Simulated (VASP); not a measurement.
# In (I4/mmm) in VASP: settings compared

Aim: see how the results for In move with the level of theory and the settings. Levels: revPBE, PBE, LDA. Tasks: single point, relaxation of cell and atoms.

All numbers are computed with VASP 6.6.1; they aren't measurements. Logs are shortened: lines on timing, memory, paths and dates and some standing lists are left out, and cuts for length are marked.

## Step 1: The cell of the first run

The structure is tetragonal, space group I4/mmm (No. 139). Conventional cell: a = 3.251 Å, b = 3.251 Å, c = 4.947 Å, α = 90.00°, β = 90.00°, γ = 90.00°. Within 4.3 Å of In (site symmetry 4/mmm) lie 12 In at 3.25 to 3.38 Å.

## Step 2: Single point, revPBE

INCAR reads:

```
SYSTEM = In
ALGO = Fast
EDIFF = 1E-7
ENCUT = 520
GGA = RE
ISIF = 2
ISMEAR = -1
LASPH = .TRUE.
LCHARG = .FALSE.
LREAL = .FALSE.
LWAVE = .FALSE.
NBANDS = 12
NELM = 100
PREC = Accurate
SIGMA = 0.05
```

KPOINTS reads:

```
k-points
0
G
  11 11 11
  0 0 0
```

POSCAR reads:

```
In
1.0
   -1.6254700000      1.6254700000      2.4737000000
    1.6254700000     -1.6254700000      2.4737000000
    1.6254700000      1.6254700000     -2.4737000000
In
1
Direct
    0.0000000000      0.0000000000      0.0000000000
```

Potentials or basis: VASP PAW PBE potentials, release 64 (In_d).

Started as:

```
cat potpaw_PBE.64/In_d/POTCAR > POTCAR
mpirun -np 1 vasp_std > vasp.out
```

OUTCAR:

```text
SYSTEM = In
   EDIFF = 1E-7
   ENCUT = 520
   GGA = RE
   ISIF = 2
   ISMEAR = -1
   LASPH = .TRUE.
   LREAL = .FALSE.
   NELM = 100
   PREC = Accurate

 ion  position               nearest neighbor table
   1  0.000  0.000  0.000-

  LATTYP: Found a body centered tetragonal cell.
 ALAT       =     3.2509400000
 C/A-ratio  =     1.5218367611

  Lattice vectors:

 A1 = (  -1.6254700000,   1.6254700000,   2.4737000000)
 A2 = (   1.6254700000,  -1.6254700000,   2.4737000000)
 A3 = (   1.6254700000,   1.6254700000,  -2.4737000000)

Analysis of symmetry for initial positions (statically):
=====================================================================
 Subroutine PRICEL returns:
 Original cell was already a primitive cell.

 Routine SETGRP: Setting up the symmetry group for a
 body centered tetragonal supercell.

 Subroutine GETGRP returns: Found 16 space group operations
 (whereof 16 operations were pure point group operations)
 out of a pool of 16 trial point group operations.

The static configuration has the point symmetry D_4h.

Analysis of symmetry for dynamics (positions and initial velocities):
=====================================================================
 Subroutine PRICEL returns:
 Original cell was already a primitive cell.

 Routine SETGRP: Setting up the symmetry group for a
 body centered tetragonal supercell.

 Subroutine GETGRP returns: Found 16 space group operations
 (whereof 16 operations were pure point group operations)
 out of a pool of 16 trial point group operations.

The dynamic configuration has the point symmetry D_4h.

 Subroutine INISYM returns: Found 16 space group operations
 (whereof 16 operations are pure point group operations),
 and found     1 'primitive' translations

----------------------------------------------------------------------------------------

                                     Primitive cell

  volume of cell :      26.1436

  direct lattice vectors                    reciprocal lattice vectors
    -1.625470000  1.625470000  2.473700000     0.000000000  0.307603339  0.202126369
     1.625470000 -1.625470000  2.473700000     0.307603339  0.000000000  0.202126369
     1.625470000  1.625470000 -2.473700000     0.307603339  0.307603339  0.000000000

  length of vectors
     3.376906444  3.376906444  3.376906444     0.368069129  0.368069129  0.435016814

  position of ions in fractional coordinates (direct lattice)
     0.000000000  0.000000000  0.000000000

  ion indices of the primitive-cell ions
   primitive index   ion index
                 1           1

----------------------------------------------------------------------------------------

 KPOINTS: k-points

Automatic generation of k-mesh.
 Grid dimensions read from file:
 generate k-points for:   11   11   11

 Generating k-lattice:

  Cartesian coordinates                     Fractional coordinates (reciprocal lattice)
     0.000000000  0.027963940  0.018375124     0.090909091  0.000000000 -0.000000000
     0.027963940  0.000000000  0.018375124     0.000000000  0.090909091 -0.000000000
     0.027963940  0.027963940  0.000000000     0.000000000  0.000000000  0.090909091

  Length of vectors
     0.033460830  0.033460830  0.039546983

  Shift w.r.t. Gamma in fractional coordinates (k-lattice)
     0.000000000  0.000000000  0.000000000

 Subroutine IBZKPT returns following result:
 ===========================================

 Found    126 irreducible k-points:

 Following reciprocal coordinates:
            Coordinates               Weight
  0.000000  0.000000  0.000000      1.000000
  0.090909  0.000000 -0.000000      8.000000
  0.181818  0.000000 -0.000000      8.000000
  0.272727  0.000000 -0.000000      8.000000
  0.363636  0.000000 -0.000000      8.000000
  0.454545  0.000000 -0.000000      8.000000
[... 16 lines left out ...]
 -0.272727  0.181818 -0.000000     16.000000
 -0.181818  0.181818  0.000000      4.000000
 [... further k-points ...]
   k-points           NKPTS =    126   k-points in BZ     NKDIM =    126   number of bands    NBANDS=     12
   number of dos      NEDOS =    301   number of ions     NIONS =      1
   total plane-waves  NPLWV =  21952
   dimension x,y,z NGX =    28 NGY =   28 NGZ =   28
   dimension x,y,z NGXF=    56 NGYF=   56 NGZF=   56
   ions per type =               1
   NGX,Y,Z   is equivalent  to a cutoff of  13.78, 13.78, 13.78 a.u.
   NGXF,Y,Z  is equivalent  to a cutoff of  27.57, 27.57, 27.57 a.u.
 SYSTEM =  In
   PREC   = accura    normal or accurate (medium, high low for compatibility)
   ISTART =      0    job   : 0-new  1-cont  2-samecut
   ICHARG =      2    charge: 1-file 2-atom 10-const
   ISPIN  =      1    spin polarized calculation?
   LNONCOLLINEAR =      F non collinear calculations
   LSORBIT =      F    spin-orbit coupling
   LASPH  =      T    aspherical Exc in radial PAW
   ENCUT  =  520.0 eV  38.22 Ry    6.18 a.u.   6.28  6.28  6.28*2*pi/ulx,y,z
   NELM   =    100;   NELMIN=  2; NELMDL= -5     # of ELM steps
   EDIFF  = 0.1E-06   stopping-criterion for ELM
   LREAL  =      F    real-space projection
   EDIFFG = 0.1E-05   stopping-criterion for IOM
   NSW    =      0    number of steps for IOM
   IBRION =     -1    ionic relax: 0-MD 1-quasi-New 2-CG
   NFREE  =      0    steps in history (QN), initial steepest desc. (CG)
   ISIF   =      2    stress and relaxation
   ISYM   =      2    0-nonsym 1-usesym 2-fastsym
   POTIM  = 0.5000    time-step for ionic-motion
   TEBEG  =    0.0;   TEEND  =   0.0 temperature during run
   PSTRESS=    0.0 pullay stress
   NELECT =      13.0000    total number of electrons
   NUPDOWN=      -1.0000    fix difference up-down
   EMIN   =  10.00;   EMAX   =-10.00  energy-range for DOS
   EFERMI =   0.00;   METHOD = LEGACY
   ISMEAR =    -1;   SIGMA  =   0.05  broadening in eV -4-tet -1-fermi 0-gaus
   EFERMI_NEDOS =   21; number of points for ismear=-14 and -15
   IALGO  =     68    algorithm
   IMIX   =      4    mixing-type and parameters
     AMIX     =   0.40;   BMIX     =  1.00
     AMIX_MAG =   1.60;   BMIX_MAG =  1.00
  volume/ion in A,a.u.               =      26.14       176.43
  Fermi-wavevector in a.u.,A,eV,Ry     =   1.296983  2.450943 22.887245  1.682165
  Thomas-Fermi vector in A             =   2.428405
   LORBIT       =      0    0 simple, 1 ext, 2 COOP (PROOUT), +10 PAW based schemes
   GGA     = RE    functional components
   LHFCALC =     F    Hartree Fock is set to
   AEXX    =    0.0000 exact exchange contribution
   IVDW    =     0    specifies the selected vdW correction
   LEPSILON=     F    determine dielectric tensor
   LRPA    =     F    only Hartree local field effects (RPA)
 non-spin polarized calculation
 RMM-DIIS sequential band-by-band and
  energy-cutoff  :      520.00
  volume of cell :       26.14
 maximum number of plane-waves:       718
 NGX is ok and might be reduce to    28
   NGX = 13   NGY = 13   NGZ = 13

 number of electron      13.0000006 magnetization

 Free energy of the ion-electron system (eV)
  ---------------------------------------------------
  ext. energy  EPLUGINS =         0.00000000
  ---------------------------------------------------
  free energy    TOTEN  =        -2.23846358 eV

  energy without entropy =       -2.23459979  energy(sigma->0) =       -2.23653168

 E-fermi :   7.6677     XC(G=0): -10.1872

 val. band max:        7.6305280640   @ k =  -0.4545   0.4545   0.2727
 cond. band min:       7.6711234548   @ k =   0.3636   0.2727   0.1818
 fundamental gap:      0.0405953909
 Fermi energy:         7.6676807212

 k-point     1 :       0.0000    0.0000    0.0000
  band No.  band energies     occupation
      1      -7.1189      2.00000
      2      -7.0136      2.00000
      3      -7.0136      2.00000
      4      -6.9334      2.00000
      5      -6.8302      2.00000
      6      -1.9127      2.00000
      7      18.2126      0.00000
      8      18.2126      0.00000
      9      18.3923      0.00000
     10      19.1619      0.00000
     11      21.5932      0.00000
     12      21.6978      0.00000

 k-point     2 :       0.0909    0.0000   -0.0000
  band No.  band energies     occupation
      1      -7.1064      2.00000
      2      -7.0146      2.00000
      3      -7.0009      2.00000
      4      -6.9302      2.00000
      5      -6.8351      2.00000
      6      -1.7311      2.00000
      7      16.2010      0.00000
      8      17.8881      0.00000
      9      17.9921      0.00000
     10      18.9854      0.00000
     11      21.9493      0.00000
     12      22.1932      0.00000

 k-point     3 :       0.1818    0.0000   -0.0000
  band No.  band energies     occupation
      1      -7.0869      2.00000
      2      -7.0244      2.00000
      3      -6.9750      2.00000
      4      -6.9027      2.00000
      5      -6.8399      2.00000
      6      -1.1802      2.00000
      7      13.0663      0.00000
      8      17.0300      0.00000
      9      17.5673      0.00000
     10      18.9281      0.00000
     11      20.8412      0.00000
     12      23.3155      0.00000

 k-point     4 :       0.2727    0.0000   -0.0000
  band No.  band energies     occupation
      1      -7.0859      2.00000
      2      -7.0476      2.00000
      3      -6.9680      2.00000
      4      -6.8357      2.00000
      5      -6.8186      2.00000
      6      -0.2493      2.00000
      7      10.0622      0.00000
      8      16.2062      0.00000
      9      17.1943      0.00000
     10      18.8620      0.00000
     11      19.9305      0.00000
     12      22.4123      0.00000

 k-point     5 :       0.3636    0.0000   -0.0000
  band No.  band energies     occupation
      1      -7.1004      2.00000
      2      -7.0703      2.00000
      3      -6.9828      2.00000
      4      -6.7768      2.00000
      5      -6.7601      2.00000
      6       1.0623      2.00000
      7       7.3337      1.99749
      8      15.5787      0.00000
      9      16.9514      0.00000
     10      18.7781      0.00000
     11      19.3446      0.00000
     12      21.4287      0.00000
[... 228 lines left out ...]
      1      -7.1119      2.00000
      2      -7.0124      2.00000
      3      -6.9543      2.00000
      4      -6.8431      2.00000
      5      -6.7129      2.00000
      6       2.3406      2.00000
      7       6.9763      2.00000
      8      13.2530      0.00000
      9      13.7390      0.00000
     10      16.3616      0.00000
     11      21.6975      0.00000
     12      22.4691      0.00000

 k-point    22 :      -0.3636    0.1818    0.0000
  band No.  band energies     occupation
      1      -7.1139      2.00000
      2      -7.0054      2.00000
      3      -6.9375      2.00000
      4      -6.8688      2.00000
      5      -6.7536      2.00000
      6       0.8944      2.00000
      7       9.5201      0.00000
      8      13.6559      0.00000
      9      14.5123      0.00000
     10      16.5179      0.00000
     11      19.8405      0.00000
     12      22.7762      0.00000

 k-point    23 :      -0.2727    0.1818   -0.0000
  band No.  band energies     occupation
      1      -7.1063      2.00000
      2      -6.9811      2.00000
      3      -6.9305      2.00000
      4      -6.9052      2.00000
      5      -6.8166      2.00000
      6      -0.1881      2.00000
      7      12.3424      0.00000
      8      14.1592      0.00000
      9      15.4018      0.00000
     10      17.1633      0.00000
     11      18.1084      0.00000
     12      23.6831      0.00000

 k-point    24 :      -0.1818    0.1818    0.0000
  band No.  band energies     occupation
      1      -7.0832      2.00000
      2      -6.9873      2.00000
      3      -6.9400      2.00000
      4      -6.9345      2.00000
      5      -6.8521      2.00000
      6      -0.8915      2.00000
      7      14.8173      0.00000
      8      15.0707      0.00000
      9      15.7635      0.00000
     10      16.9192      0.00000
     11      19.1219      0.00000
     12      24.0958      0.00000

 [... further k-points ...]
[... 5 lines left out ...]
  --------------------------------------------------------------------------------------
  -------------------------------------------------------------------------------------
  Total        0.5665087      0.5665087      0.4613558      0.0000000     -0.0000000      0.0000000
  in kB       34.7178034     34.7178034     28.2736316      0.0000000     -0.0000000      0.0000000
  external PRESSURE =      32.5697461 kB  Pullay stress =       0.0000000 kB

 VOLUME and BASIS-vectors are now :
 -----------------------------------------------------------------------------
  energy-cutoff  :      520.00
  volume of cell :       26.14
      direct lattice vectors                 reciprocal lattice vectors
    -1.625470000  1.625470000  2.473700000     0.000000000  0.307603339  0.202126369
     1.625470000 -1.625470000  2.473700000     0.307603339  0.000000000  0.202126369
     1.625470000  1.625470000 -2.473700000     0.307603339  0.307603339  0.000000000

 POSITION                                       TOTAL-FORCE (eV/Angst)
 -----------------------------------------------------------------------------------
      0.00000      0.00000      0.00000         0.000000     -0.000000     -0.000000
 -----------------------------------------------------------------------------------
    total drift:                               -0.000000     -0.000000     -0.000000

  FREE ENERGIE OF THE ION-ELECTRON SYSTEM (eV)
  ---------------------------------------------------
  free  energy   TOTEN  =        -2.2384635786 eV

  energy  without entropy=       -2.2345997906  energy(sigma->0) =       -2.23653168
```

Wall time 48 s (1 thread of Intel Xeon Platinum 8375C at 2.90GHz (Ice Lake), shared host); peak memory 0.18 GiB.

Results:

* Free energy: -2.2385 eV
* Pressure: 3.3 GPa

Caveat: the PAW data sets were made with another functional, which shifts forces and pressure a little; spin-orbit coupling is left out, which moves the levels of the heavy elements.

(Part 1 of 2 ends here.)
